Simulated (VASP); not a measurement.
# CsPbBr3 (Pm-3m) in VASP: a series of runs, part 2 of 2

VASP 6.6.1. Earlier steps stand in the parts before.

### Step 4. Relaxation of cell and atoms, PBEsol, target pressure 1.7 GPa, at which the enthalpy is minimised

This run uses another cell than the first one, of 37.70 Å³/atom.

INCAR

```
SYSTEM = CsPbBr3
PREC     = Accurate       ! precision mode
ENCUT    = 600            ! plane-wave cutoff, eV
EDIFF    = 1E-6           ! SCF threshold, eV
ISMEAR   = 0              ! smearing method
SIGMA    = 0.1            ! smearing width, eV
LREAL    = .FALSE.        ! projectors in reciprocal space
LASPH    = .TRUE.         ! aspherical terms in the spheres
NELM     = 60             ! most SCF steps
ALGO     = Normal         ! electronic algorithm
ISIF     = 3              ! what is computed and relaxed
LWAVE    = .FALSE.        ! write WAVECAR
LCHARG   = .FALSE.        ! write CHGCAR
GGA      = PS             ! functional
IBRION   = 2              ! ionic algorithm
NSW      = 80             ! ionic steps
EDIFFG   = -0.05          ! ionic threshold
PSTRESS  = 17.0
```

KPOINTS

```
Automatic mesh
0
G
  4 4 4
  0 0 0
```

POSCAR

```
CsPbBr3
1.0
    5.7339395152      0.0000000000      0.0000000000
    0.0000000000      5.7339395152      0.0000000000
    0.0000000000      0.0000000000      5.7339395152
Cs Pb Br
1 1 3
Direct
    0.0000000000      0.0000000000      0.0000000000
    0.5000000000      0.5000000000      0.5000000000
    0.0000000000      0.5000000000      0.5000000000
    0.5000000000      0.0000000000      0.5000000000
    0.5000000000      0.5000000000      0.0000000000
```

Potentials or basis: VASP PAW PBE potentials, release 64 (Cs_sv, Pb_d, Br).

Run with:

```bash
$ cat potpaw_PBE.64/Cs_sv/POTCAR potpaw_PBE.64/Pb_d/POTCAR potpaw_PBE.64/Br/POTCAR > POTCAR
$ mpirun -np 1 vasp_std > vasp.out
```

OUTCAR:

```text
SYSTEM = CsPbBr3
   PREC = Accurate
   ENCUT = 600
   EDIFF = 1E-6
   ISMEAR = 0
   LREAL = .FALSE.
   LASPH = .TRUE.
   NELM = 60
   ISIF = 3
   GGA = PS
   IBRION = 2
   NSW = 80
   EDIFFG = -0.05
   PSTRESS = 17.0

 ion  position               nearest neighbor table
   1  0.000  0.000  0.000-
   2  0.500  0.500  0.500-   3 2.87   4 2.87   5 2.87   5 2.87   4 2.87   3 2.87
   3  0.000  0.500  0.500-   2 2.87   2 2.87
   4  0.500  0.000  0.500-   2 2.87   2 2.87
   5  0.500  0.500  0.000-   2 2.87   2 2.87

  LATTYP: Found a simple cubic cell.
 ALAT       =     5.7339395152

  Lattice vectors:

 A1 = (   5.7339395152,   0.0000000000,   0.0000000000)
 A2 = (   0.0000000000,   5.7339395152,   0.0000000000)
 A3 = (   0.0000000000,   0.0000000000,   5.7339395152)

Analysis of symmetry for initial positions (statically):
=====================================================================
 Subroutine PRICEL returns:
 Original cell was already a primitive cell.

 Routine SETGRP: Setting up the symmetry group for a
 simple cubic supercell.

 Subroutine GETGRP returns: Found 48 space group operations
 (whereof 48 operations were pure point group operations)
 out of a pool of 48 trial point group operations.

The static configuration has the point symmetry O_h .

Analysis of symmetry for dynamics (positions and initial velocities):
=====================================================================
 Subroutine PRICEL returns:
 Original cell was already a primitive cell.

 Routine SETGRP: Setting up the symmetry group for a
 simple cubic supercell.

 Subroutine GETGRP returns: Found 48 space group operations
 (whereof 48 operations were pure point group operations)
 out of a pool of 48 trial point group operations.

The dynamic configuration has the point symmetry O_h .

 Subroutine INISYM returns: Found 48 space group operations
 (whereof 48 operations are pure point group operations),
 and found     1 'primitive' translations

----------------------------------------------------------------------------------------

                                     Primitive cell

  volume of cell :     188.5208

  direct lattice vectors                    reciprocal lattice vectors
     5.733939515  0.000000000  0.000000000     0.174400165  0.000000000  0.000000000
     0.000000000  5.733939515  0.000000000     0.000000000  0.174400165  0.000000000
     0.000000000  0.000000000  5.733939515     0.000000000  0.000000000  0.174400165

  length of vectors
     5.733939515  5.733939515  5.733939515     0.174400165  0.174400165  0.174400165

  position of ions in fractional coordinates (direct lattice)
     0.000000000  0.000000000  0.000000000
     0.500000000  0.500000000  0.500000000
[... 107 lines left out ...]

--------------------------------------- Ionic step        1  -------------------------------------------

 number of electron      44.0000005 magnetization

 Free energy of the ion-electron system (eV)
  ---------------------------------------------------
  ext. energy  EPLUGINS =         0.00000000
  ---------------------------------------------------
  free energy    TOTEN  =       -16.68714101 eV

  energy without entropy =      -16.68714101  energy(sigma->0) =      -16.68714101

------------------------ aborting loop because EDIFF is reached ----------------------------------------

  FORCE on cell =-STRESS in cart. coord.  units (eV):
  Direction    XX          YY          ZZ          XY          YZ          ZX
  --------------------------------------------------------------------------------------
  -------------------------------------------------------------------------------------
  Total        2.3465699      2.3465699      2.3465699      0.0000000     -0.0000000      0.0000000
  in kB       19.9427367     19.9427367     19.9427367      0.0000000     -0.0000000      0.0000000
  external PRESSURE =       2.9427367 kB  Pullay stress =      17.0000000 kB

 VOLUME and BASIS-vectors are now :
 -----------------------------------------------------------------------------
  energy-cutoff  :      600.00
  volume of cell :      188.52
      direct lattice vectors                 reciprocal lattice vectors
     5.733939515  0.000000000  0.000000000     0.174400165  0.000000000  0.000000000
     0.000000000  5.733939515  0.000000000     0.000000000  0.174400165  0.000000000
     0.000000000  0.000000000  5.733939515     0.000000000  0.000000000  0.174400165

 POSITION                                       TOTAL-FORCE (eV/Angst)
 -----------------------------------------------------------------------------------
      0.00000      0.00000      0.00000         0.000000      0.000000      0.000000
      2.86697      2.86697      2.86697         0.000000      0.000000      0.000000
      0.00000      2.86697      2.86697         0.000000      0.000000      0.000000
      2.86697      0.00000      2.86697         0.000000      0.000000      0.000000
      2.86697      2.86697      0.00000         0.000000      0.000000      0.000000
 -----------------------------------------------------------------------------------
    total drift:                                0.000000     -0.000000     -0.000000

  FREE ENERGIE OF THE ION-ELECTRON SYSTEM (eV)
  ---------------------------------------------------
  free  energy   TOTEN  =       -16.6871410072 eV

  energy  without entropy=      -16.6871410072  energy(sigma->0) =      -16.68714101

  enthalpy is  TOTEN    =       -14.6868293710 eV   P V=        2.0003116362

--------------------------------------- Ionic step        2  -------------------------------------------

 number of electron      44.0000010 magnetization

 Free energy of the ion-electron system (eV)
  ---------------------------------------------------
  ext. energy  EPLUGINS =         0.00000000
  ---------------------------------------------------
  free energy    TOTEN  =       -16.70894218 eV

  energy without entropy =      -16.70894218  energy(sigma->0) =      -16.70894218

 E-fermi :   2.4268     XC(G=0):  -8.0837

 val. band max:        1.9519204920   @ k =   0.5000   0.5000   0.5000
 cond. band min:       3.0983831518   @ k =   0.5000   0.5000   0.5000
 fundamental gap:      1.1464626598
 Fermi energy:         2.4268465373

 k-point     1 :       0.0000    0.0000    0.0000
  band No.  band energies     occupation
      1     -19.8062      2.00000
      2     -15.1964      2.00000
      3     -15.1964      2.00000
      4     -14.9555      2.00000
      5     -14.9555      2.00000
      6     -14.9555      2.00000
[... 279 lines left out ...]
     25       3.0984      0.00000
     26       5.9955      0.00000

------------------------ aborting loop because EDIFF is reached ----------------------------------------

  FORCE on cell =-STRESS in cart. coord.  units (eV):
  Direction    XX          YY          ZZ          XY          YZ          ZX
  --------------------------------------------------------------------------------------
  -------------------------------------------------------------------------------------
  Total        2.0130513      2.0130513      2.0130513      0.0000000      0.0000000     -0.0000000
  in kB       16.9379394     16.9379394     16.9379394      0.0000000      0.0000000     -0.0000000
  external PRESSURE =      -0.0620606 kB  Pullay stress =      17.0000000 kB

 VOLUME and BASIS-vectors are now :
 -----------------------------------------------------------------------------
  energy-cutoff  :      600.00
  volume of cell :      190.42
      direct lattice vectors                 reciprocal lattice vectors
     5.753095939 -0.000000000  0.000000000     0.173819455 -0.000000000 -0.000000000
     0.000000000  5.753095939 -0.000000000     0.000000000  0.173819455  0.000000000
     0.000000000 -0.000000000  5.753095939    -0.000000000  0.000000000  0.173819455

 POSITION                                       TOTAL-FORCE (eV/Angst)
 -----------------------------------------------------------------------------------
      0.00000      0.00000      0.00000        -0.000000      0.000000      0.000000
      2.87655      2.87655      2.87655         0.000000     -0.000000      0.000000
      0.00000      2.87655      2.87655        -0.000000      0.000000      0.000000
      2.87655     -0.00000      2.87655        -0.000000      0.000000      0.000000
      2.87655      2.87655      0.00000        -0.000000      0.000000      0.000000
 -----------------------------------------------------------------------------------
    total drift:                                0.000000     -0.000000     -0.000000

  FREE ENERGIE OF THE ION-ELECTRON SYSTEM (eV)
  ---------------------------------------------------
  free  energy   TOTEN  =       -16.7089421809 eV

  energy  without entropy=      -16.7089421809  energy(sigma->0) =      -16.70894218

  enthalpy is  TOTEN    =       -14.6885150660 eV   P V=        2.0204271149

 reached required accuracy - stopping structural energy minimisation
```

Run time: 2.6 min. Hardware: 1 thread of Oxide Virtual Turin-like, shared host; peak memory 0.33 GiB.

Results:

```yaml
Free_energy: -16.7089 eV
Relaxed_volume: 38.08 Å³/atom
Relaxed_cell: a = 5.753 Å, b = 5.753 Å, c = 5.753 Å, α = 90.00°, β = 90.00°, γ = 90.00°
Space_group_after_relaxing_to_0.1_Å: Pm-3m (No. 221)
Energy_change_on_relaxing_the_run_minimises_the_enthalpy: -4.4 meV/atom
Ionic_steps: 2
Pressure_after_relaxing: 1.7 GPa
Band_gap_on_the_k_mesh: 1.15 eV
```

The path:
```
step  energy change (eV)  largest force (eV/Å)  pressure (GPa)  volume (Å³)
   1              0.0000                0.0000            1.99       188.52
   2             -0.0218                0.0000            1.69       190.42
```

Final structure:
```xyz
5
Lattice="5.7531 0.0000 0.0000 0.0000 5.7531 0.0000 0.0000 0.0000 5.7531" Properties=species:S:1:pos:R:3 pbc="T T T"
Cs    0.0000    0.0000    0.0000
Pb    2.8765    2.8765    2.8765
Br    0.0000    2.8765    2.8765
Br    2.8765    0.0000    2.8765
Br    2.8765    2.8765    0.0000
```

Levels at points of the mesh, in eV from the valence-band top:
| k point | band 20 | band 21 | band 22 | band 23 | band 24 | band 25 |
| --- | --- | --- | --- | --- | --- | --- |
| (0.00, 0.00, 0.00) | -2.48 | -2.48 | -2.48 | 2.54 | 3.56 | 3.56 |
| (0.50, 0.00, 0.00) | -2.62 | -2.62 | -1.67 | 2.34 | 4.08 | 4.66 |
| (0.50, 0.50, 0.00) | -2.67 | -2.09 | -0.82 | 1.78 | 1.78 | 4.70 |
| (0.50, 0.50, 0.50) | -2.07 | -2.07 | 0.00 | 1.15 | 1.15 | 1.15 |

Caveat: the cell is relaxed towards a set pressure, so the run minimises the enthalpy, not the energy; the PAW data sets were made with another functional, which shifts forces and pressure a little; spin-orbit coupling is left out, which moves the levels of the heavy elements. Zero-point motion and thermal expansion aren't in these numbers.

### Step 5. Relaxation of cell and atoms, PBEsol, target pressure 1.7 GPa, at which the enthalpy is minimised

This run uses another cell than the first one, of 37.70 Å³/atom.

INCAR

```
ALGO = Normal
EDIFF = 1E-6
EDIFFG = -0.002
ENCUT = 600
GGA = PS
IBRION = 2
ISIF = 3
ISMEAR = 0
LASPH = True
LCHARG = False
LREAL = False
LWAVE = False
NELM = 80
NSW = 80
PREC = Accurate
PSTRESS = 17.0
SIGMA = 0.01
```

KPOINTS

```
k-points
0
Gamma
  6 6 6
```

POSCAR is that of step 4.

Potentials or basis: VASP PAW PBE potentials, release 64 (Cs_sv, Pb_d, Br).

Run with:

```bash
$ cat potpaw_PBE.64/Cs_sv/POTCAR potpaw_PBE.64/Pb_d/POTCAR potpaw_PBE.64/Br/POTCAR > POTCAR
$ mpirun -np 1 vasp_std > vasp.out
```

OUTCAR:

```text
EDIFF = 1E-6
   EDIFFG = -0.002
   ENCUT = 600
   GGA = PS
   IBRION = 2
   ISIF = 3
   ISMEAR = 0
   LASPH = True
   LREAL = False
   NELM = 80
   NSW = 80
   PREC = Accurate
   PSTRESS = 17.0

 ion  position               nearest neighbor table
   1  0.000  0.000  0.000-
   2  0.500  0.500  0.500-   3 2.87   4 2.87   5 2.87   5 2.87   4 2.87   3 2.87
   3  0.000  0.500  0.500-   2 2.87   2 2.87
   4  0.500  0.000  0.500-   2 2.87   2 2.87
   5  0.500  0.500  0.000-   2 2.87   2 2.87

  LATTYP: Found a simple cubic cell.
 ALAT       =     5.7339395152

  Lattice vectors:

 A1 = (   5.7339395152,   0.0000000000,   0.0000000000)
 A2 = (   0.0000000000,   5.7339395152,   0.0000000000)
 A3 = (   0.0000000000,   0.0000000000,   5.7339395152)

Analysis of symmetry for initial positions (statically):
=====================================================================
 Subroutine PRICEL returns:
 Original cell was already a primitive cell.

 Routine SETGRP: Setting up the symmetry group for a
[... 223 lines left out ...]

 val. band max:        2.0181113737   @ k =   0.5000   0.5000   0.5000
 cond. band min:       3.1460923931   @ k =   0.5000   0.5000   0.5000
 fundamental gap:      1.1279810194
 Fermi energy:         2.1245716339

 k-point     1 :       0.0000    0.0000    0.0000
  band No.  band energies     occupation
      1     -19.7707      2.00000
      2     -15.1463      2.00000
      3     -15.1463      2.00000
      4     -14.8958      2.00000
      5     -14.8958      2.00000
      6     -14.8958      2.00000
[... 569 lines left out ...]
     25       3.1461      0.00000
     26       6.0295      0.00000

------------------------ aborting loop because EDIFF is reached ----------------------------------------

  FORCE on cell =-STRESS in cart. coord.  units (eV):
  Direction    XX          YY          ZZ          XY          YZ          ZX
  --------------------------------------------------------------------------------------
  -------------------------------------------------------------------------------------
  Total        2.0150303      2.0150303      2.0150303     -0.0000000      0.0000000      0.0000000
  in kB       17.0425121     17.0425121     17.0425121     -0.0000000      0.0000000      0.0000000
  external PRESSURE =       0.0425121 kB  Pullay stress =      17.0000000 kB

 VOLUME and BASIS-vectors are now :
 -----------------------------------------------------------------------------
  energy-cutoff  :      600.00
  volume of cell :      189.43
      direct lattice vectors                 reciprocal lattice vectors
     5.743185585  0.000000000 -0.000000000     0.174119395 -0.000000000  0.000000000
     0.000000000  5.743185585  0.000000000    -0.000000000  0.174119395 -0.000000000
     0.000000000  0.000000000  5.743185585     0.000000000 -0.000000000  0.174119395

 POSITION                                       TOTAL-FORCE (eV/Angst)
 -----------------------------------------------------------------------------------
      0.00000      0.00000      0.00000         0.000000     -0.000000      0.000000
      2.87159      2.87159      2.87159        -0.000000      0.000000      0.000000
      0.00000      2.87159      2.87159         0.000000     -0.000000      0.000000
      2.87159      0.00000      2.87159         0.000000     -0.000000      0.000000
      2.87159      2.87159     -0.00000         0.000000     -0.000000      0.000000
 -----------------------------------------------------------------------------------
    total drift:                                0.000000     -0.000000     -0.000000

  FREE ENERGIE OF THE ION-ELECTRON SYSTEM (eV)
  ---------------------------------------------------
  free  energy   TOTEN  =       -16.7419172875 eV

  energy  without entropy=      -16.7419172875  energy(sigma->0) =      -16.74191729

  enthalpy is  TOTEN    =       -14.7319134355 eV   P V=        2.0100038520

 reached required accuracy - stopping structural energy minimisation
```

CONTCAR:

```text
CsPbBr3
   1.00000000000000
     5.7431855845061870    0.0000000000000000   -0.0000000000000000
     0.0000000000000000    5.7431855845061870    0.0000000000000000
     0.0000000000000000    0.0000000000000000    5.7431855845061870
  Cs              Pb              Br
     1     1     3
Direct
     0.0000000000000000    0.0000000000000000    0.0000000000000000
     0.5000000000000000    0.5000000000000000    0.5000000000000000
     0.0000000000000000    0.5000000000000000    0.5000000000000000
     0.5000000000000000    0.0000000000000000    0.5000000000000000
     0.5000000000000000    0.5000000000000000    0.0000000000000000

  0.00000000E+00  0.00000000E+00  0.00000000E+00
  0.00000000E+00  0.00000000E+00  0.00000000E+00
  0.00000000E+00  0.00000000E+00  0.00000000E+00
  0.00000000E+00  0.00000000E+00  0.00000000E+00
  0.00000000E+00  0.00000000E+00  0.00000000E+00
```

It took 3.9 min on 1 thread of Oxide Virtual Turin-like, shared host; peak memory 0.38 GiB.

What came out:

```yaml
Free_energy: -16.7419 eV
Relaxed_volume: 37.89 Å³/atom
Relaxed_cell: a = 5.743 Å, b = 5.743 Å, c = 5.743 Å, α = 90.00°, β = 90.00°, γ = 90.00°
Space_group_after_relaxing_to_0.1_Å: Pm-3m (No. 221)
Energy_change_on_relaxing_the_run_minimises_the_enthalpy: -2.0 meV/atom
Ionic_steps: 2
Pressure_after_relaxing: 1.7 GPa
Band_gap_on_the_k_mesh: 1.13 eV
```

The path:
```tsv
step	energy change (eV)	largest force (eV/Å)	pressure (GPa)	volume (Å³)
1	0.0000	0.0000	1.84	188.52
2	-0.0101	0.0000	1.70	189.43
```

Final structure:
```
Cs Pb Br
1.0
     5.74319    0.00000    0.00000
     0.00000    5.74319    0.00000
     0.00000    0.00000    5.74319
Cs Pb Br
1 1 3
Direct
  0.00000 0.00000 0.00000
  0.50000 0.50000 0.50000
  0.00000 0.50000 0.50000
  0.50000 0.00000 0.50000
  0.50000 0.50000 0.00000
```

Caveat: the cell is relaxed towards a set pressure, so the run minimises the enthalpy, not the energy; the PAW data sets were made with another functional, which shifts forces and pressure a little; spin-orbit coupling is left out, which moves the levels of the heavy elements. Zero-point motion and thermal expansion aren't in these numbers.

### Step 6. The runs side by side

```tsv
task	cell	k mesh	cutoff (eV)	smearing	gap on the mesh (eV)	pressure (GPa)
single point	a = 5.742 Å, 5 atoms	6 × 6 × 6	520	gaussian 0.02 eV	1.12	1.7
relaxation of cell and atoms	relaxed to 1.7 GPa from a = 5.605 Å, 5 atoms	4 × 4 × 4	600	gaussian 0.1 eV	1.14	1.7
relaxation of cell and atoms	relaxed to 1.7 GPa from a = 5.734 Å, 5 atoms	4 × 4 × 4	600	gaussian 0.1 eV	1.15	1.7
relaxation of cell and atoms	relaxed to 1.7 GPa from a = 5.734 Å, 5 atoms	6 × 6 × 6	600	gaussian 0.01 eV	1.13	1.7
```

Alike in all rows: level PBEsol; potentials or basis VASP PAW PBE potentials, release 64 (Cs_sv, Pb_d, Br); no spin polarisation.

Caveats: the PAW data sets were made with another functional, which shifts forces and pressure a little; spin-orbit coupling is left out, which moves the levels of the heavy elements; the cell is relaxed towards a set pressure, so the run minimises the enthalpy, not the energy (at least some runs).

Total energies depend on the potentials used, so only differences within one code and one set of settings carry meaning.
